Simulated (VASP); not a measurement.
**Zn18S17N (a cell with a defect): single point with PBE**

Zn18S17N (a cell with a defect):

```
Zn S N
1.0
     5.71800    3.30129    0.00000
    -5.71800    3.30129    0.00000
     0.00000    0.00000   18.68999
Zn S N
18 17 1
Direct
  0.99991 0.00000 0.00176
  0.33333 0.66658 0.00176
  0.66676 0.33342 0.00176
  0.04813 0.00000 0.48987
  0.33333 0.71480 0.48987
  0.61854 0.28520 0.48987
  0.33333 0.33089 0.17216
  0.66422 0.00000 0.17216
  0.00245 0.66911 0.17216
  0.33333 0.00000 0.66497
  0.66667 0.66667 0.65930
  0.00000 0.33333 0.65930
  0.33333 0.00000 0.35348
  0.66667 0.66667 0.33759
  0.00000 0.33333 0.33759
  0.33333 0.33539 0.83145
  0.66872 0.00000 0.83145
  0.99795 0.66461 0.83145
  0.99860 0.00000 0.12678
  0.33333 0.66526 0.12678
  0.66807 0.33474 0.12678
  0.00435 0.00000 0.62094
  0.33333 0.67102 0.62094
  0.66231 0.32898 0.62094
  0.33333 0.32774 0.29551
  0.66107 0.00000 0.29551
  0.00560 0.67226 0.29551
  0.33333 0.00000 0.79167
  0.66667 0.66667 0.78851
  0.00000 0.33333 0.78851
  0.66667 0.66667 0.46094
  0.00000 0.33333 0.46094
  0.33333 0.33359 0.95791
  0.66693 0.00000 0.95791
  0.99974 0.66641 0.95791
  0.33333 0.00000 0.45809
```

```
Program             : VASP 6.6.1
Task                : single point
Functional          : PBE
Potentials or basis : VASP PAW PBE potentials, release 64 (Zn, S, N)
Cutoff              : 520 eV
k mesh              : 3 × 3 × 1
Occupations         : fermi-dirac, width 0.01 eV
Spin                : no spin polarisation
```

```yaml
Largest_force: 0.035 eV/Å
```

Forces on the atoms (eV/Å):
```
Zn   0.001  0.001 -0.002
Zn  -0.001  0.001 -0.002
Zn   0.000 -0.001 -0.002
Zn  -0.030 -0.017  0.005
Zn   0.030 -0.017  0.005
Zn   0.000  0.034  0.005
Zn  -0.001  0.000 -0.004
Zn   0.001  0.000 -0.004
Zn   0.000 -0.001 -0.004
Zn   0.000  0.000 -0.001
Zn   0.000  0.000  0.000
Zn   0.000  0.000  0.000
Zn   0.000  0.000 -0.035
Zn   0.000  0.000  0.005
Zn   0.000  0.000  0.005
Zn  -0.002  0.001  0.002
Zn   0.002  0.001  0.002
Zn   0.000 -0.002  0.002
S    0.000  0.000  0.001
S    0.000  0.000  0.001
S    0.000  0.000  0.001
S   -0.001 -0.001 -0.002
S    0.001 -0.001 -0.002
S    0.000  0.001 -0.002
S    0.000  0.000  0.000
S    0.000  0.000  0.000
S    0.000  0.000  0.000
S    0.000  0.000  0.005
S    0.000  0.000 -0.005
S    0.000  0.000 -0.005
S    0.000  0.000  0.010
S    0.000  0.000  0.010
S    0.000  0.000  0.000
S    0.000  0.000  0.000
S    0.000  0.000  0.000
N    0.000  0.000  0.006
```

Levels at points of the mesh, in eV from the Fermi level:
```
           k point  band 158  band 159  band 160  band 161  band 162  band 163  band 164  band 165  band 166  band 167
(0.00, 0.00, 0.00)     -0.83     -0.83     -0.58     -0.25     -0.25      1.31      2.32      2.45      2.54      2.74
```

Wall time 33 min on 1 thread of Intel Xeon 8259CL, on a shared host, peak memory 0.86 GiB.

Caveat: the cell carries a net charge on a neutralising background, which shifts energy and pressure; the cell is charged against a uniform background, so pressure and absolute levels hang on convention.
